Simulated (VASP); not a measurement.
# SrVO3 (Pm-3m) in VASP: a series of runs, part 2 of 2

VASP 6.6.1.

## 4. Single point, PBE+U, collinear spin, ferromagnetic start

File INCAR:

```
PREC = Accurate
ENCUT = 520
EDIFF = 1E-6
ISMEAR = 0
SIGMA = 0.1
LREAL = F
LASPH = T
NELM = 150
ALGO = Normal
ISIF = 2
LWAVE = F
LCHARG = F
ISPIN = 2
MAGMOM = 0 0.96 -0.08 -0.06 -0.06
LORBIT = 11
LMAXMIX = 4
LDAU = T
LDAUTYPE = 2
LDAUL = -1 2 -1
LDAUU = 0 3.25 0
LDAUJ = 0 0 0
LDAUPRINT = 1
GGA = PE
NBANDS = 32
```

File KPOINTS:

```
regular mesh
0
Gamma
  6 6 6
```

File POSCAR:

```
SrVO3
1.0
    3.7538000000      0.0000000000      0.0000000000
    0.0000000000      3.7538000000      0.0000000000
    0.0000000000      0.0000000000      3.7538000000
Sr V O
1 1 3
Direct
    0.0000000000      0.0000000000      0.0000000000
    0.5000000000      0.5000000000      0.5000000000
    0.5000000000      0.5000000000      0.0000000000
    0.5000000000      0.0000000000      0.5000000000
    0.0000000000      0.5000000000      0.5000000000
```

Potentials or basis: VASP PAW PBE potentials, release 64 (Sr_sv, V_sv, O).

Command:

```console
> cat potpaw_PBE.64/Sr_sv/POTCAR potpaw_PBE.64/V_sv/POTCAR potpaw_PBE.64/O/POTCAR > POTCAR
> mpirun -np 1 vasp_std > vasp.out
```

OUTCAR:

```text
PREC = Accurate
   ENCUT = 520
   EDIFF = 1E-6
   ISMEAR = 0
   LREAL = F
   LASPH = T
   NELM = 150
   ISIF = 2
   ISPIN = 2
   LORBIT = 11
   GGA = PE

 ion  position               nearest neighbor table
   1  0.000  0.000  0.000-   3 2.65   4 2.65   5 2.65   4 2.65   5 2.65   3 2.65   5 2.65   5 2.65
                             3 2.65   4 2.65   4 2.65   3 2.65   2 3.25   2 3.25   2 3.25   2 3.25
   2  0.500  0.500  0.500-   3 1.88   4 1.88   5 1.88   3 1.88   4 1.88   5 1.88   1 3.25   1 3.25
                             1 3.25   1 3.25   1 3.25   1 3.25   1 3.25   1 3.25
   3  0.500  0.500  0.000-   2 1.88   2 1.88   1 2.65   1 2.65   1 2.65   1 2.65
   4  0.500  0.000  0.500-   2 1.88   2 1.88   1 2.65   1 2.65   1 2.65   1 2.65
   5  0.000  0.500  0.500-   2 1.88   2 1.88   1 2.65   1 2.65   1 2.65   1 2.65

  LATTYP: Found a simple cubic cell.
 ALAT       =     3.7538000000

  Lattice vectors:

 A1 = (   3.7538000000,   0.0000000000,   0.0000000000)
 A2 = (   0.0000000000,   3.7538000000,   0.0000000000)
 A3 = (   0.0000000000,   0.0000000000,   3.7538000000)

Analysis of symmetry for initial positions (statically):
=====================================================================
 Subroutine PRICEL returns:
[... 1930 lines left out ...]
  Total        8.1558021      8.1558021      8.1570734      0.0000000      0.0000000      0.0000000
  in kB      247.0380607    247.0380607    247.0765707      0.0000000      0.0000000      0.0000000
  external PRESSURE =     247.0508974 kB  Pullay stress =       0.0000000 kB

 VOLUME and BASIS-vectors are now :
 -----------------------------------------------------------------------------
  energy-cutoff  :      520.00
  volume of cell :       52.89
      direct lattice vectors                 reciprocal lattice vectors
     3.753800000  0.000000000  0.000000000     0.266396718  0.000000000  0.000000000
     0.000000000  3.753800000  0.000000000     0.000000000  0.266396718  0.000000000
     0.000000000  0.000000000  3.753800000     0.000000000  0.000000000  0.266396718

 POSITION                                       TOTAL-FORCE (eV/Angst)
 -----------------------------------------------------------------------------------
      0.00000      0.00000      0.00000         0.000000      0.000000      0.000000
      1.87690      1.87690      1.87690         0.000000      0.000000      0.000000
      1.87690      1.87690      0.00000         0.000000      0.000000      0.000000
      1.87690      0.00000      1.87690         0.000000      0.000000      0.000000
      0.00000      1.87690      1.87690         0.000000      0.000000      0.000000
 -----------------------------------------------------------------------------------
    total drift:                                0.000000      0.000000      0.000000

  FREE ENERGIE OF THE ION-ELECTRON SYSTEM (eV)
  ---------------------------------------------------
  free  energy   TOTEN  =       -35.6854131123 eV

  energy  without entropy=      -35.6676881602  energy(sigma->0) =      -35.67655064

 total charge

# of ion       s       p       d       tot
------------------------------------------
    1        2.004   5.819   0.255   8.078
    2        2.319   6.417   2.966  11.702
    3        1.568   3.538   0.000   5.105
    4        1.568   3.538   0.000   5.105
    5        1.568   3.538   0.000   5.105
--------------------------------------------------
tot          9.026  22.849   3.220  35.095

 magnetization (x)

# of ion       s       p       d       tot
------------------------------------------
    1       -0.000  -0.002   0.003   0.000
    2        0.008   0.011   1.050   1.069
    3       -0.002  -0.040   0.000  -0.042
    4       -0.002  -0.040   0.000  -0.042
    5       -0.002  -0.040   0.000  -0.042
--------------------------------------------------
tot          0.003  -0.112   1.053   0.944
```

stdout:

```text
POSCAR found type information on POSCAR SrV O
 POSCAR found :  3 types and       5 ions
 scaLAPACK will be used
 LDA part: xc-table for (Slater+PW92), standard interpolation
 POSCAR, INCAR and KPOINTS ok, starting setup
 FFT: planning ... GRIDC
 FFT: planning ... GRID_SOFT
 FFT: planning ... GRID
 WAVECAR not read
 entering main loop
```

Wall time 54 s (1 thread of AMD EPYC 9R45 (Zen 5), shared host); peak memory 0.22 GiB.

What came out:

| Property | Result |
| --- | --- |
| Free energy | -35.6854 eV |
| Pressure | 24.7 GPa |
| Band gap on the k mesh | zero (filled and empty bands overlap) |
| Net moment | 1.00 μB per cell |
| Site moments | Sr +0.00; V +1.07; O -0.04 μB |
| Valence electrons inside the program's atomic spheres | Sr 8.08; V 11.70; O 5.11 |

Levels at points of the mesh, in eV from the Fermi level:
Spin up:
```csv
k point,band 19,band 20,band 21,band 22,band 23,band 24
"(0.00, 0.00, 0.00)",-2.50,-2.50,-1.85,-1.85,-1.85,1.36
"(0.50, 0.00, 0.00)",-3.01,-3.01,-1.73,0.46,0.46,1.39
"(0.00, 0.00, 0.50)",-3.01,-3.01,-1.73,0.46,0.46,1.39
"(0.50, 0.50, 0.00)",-3.80,-2.21,0.40,0.40,0.72,2.51
"(0.00, 0.50, 0.50)",-3.80,-2.21,0.40,0.40,0.72,2.51
"(0.50, 0.50, 0.50)",-2.10,-2.10,1.03,1.03,1.03,5.31
```
Spin down:
| k point | band 16 | band 17 | band 18 | band 19 | band 20 | band 21 | band 22 | band 23 | band 24 | band 25 |
| --- | --- | --- | --- | --- | --- | --- | --- | --- | --- | --- |
| (0.00, 0.00, 0.00) | -3.53 | -3.53 | -2.56 | -2.56 | -2.56 | 0.27 | 0.27 | 0.27 | 1.99 | 1.99 |
| (0.50, 0.00, 0.00) | -4.62 | -4.62 | -4.51 | -3.05 | -3.05 | 0.49 | 2.03 | 2.30 | 2.30 | 4.44 |
| (0.00, 0.00, 0.50) | -4.62 | -4.62 | -4.51 | -3.05 | -3.05 | 0.49 | 2.03 | 2.30 | 2.30 | 4.44 |
| (0.50, 0.50, 0.00) | -5.30 | -4.30 | -3.84 | -3.84 | -2.29 | 2.31 | 2.31 | 2.75 | 3.11 | 6.39 |
| (0.00, 0.50, 0.50) | -5.30 | -4.30 | -3.84 | -3.84 | -2.29 | 2.31 | 2.31 | 2.75 | 3.11 | 6.39 |
| (0.50, 0.50, 0.50) | -6.00 | -6.00 | -2.18 | -2.18 | -2.18 | 3.03 | 3.03 | 3.03 | 5.36 | 5.36 |

Eigenvalues of the final occupation matrices:
```
    site  spin  trace               eigenvalues
site 2 d     1   2.03  0.33 0.33 0.45 0.45 0.45
site 2 d     2   0.98  0.12 0.12 0.12 0.31 0.31
```

Caveat: the cell stands under pressure. The state reached can hang on the start; a lower one may exist.
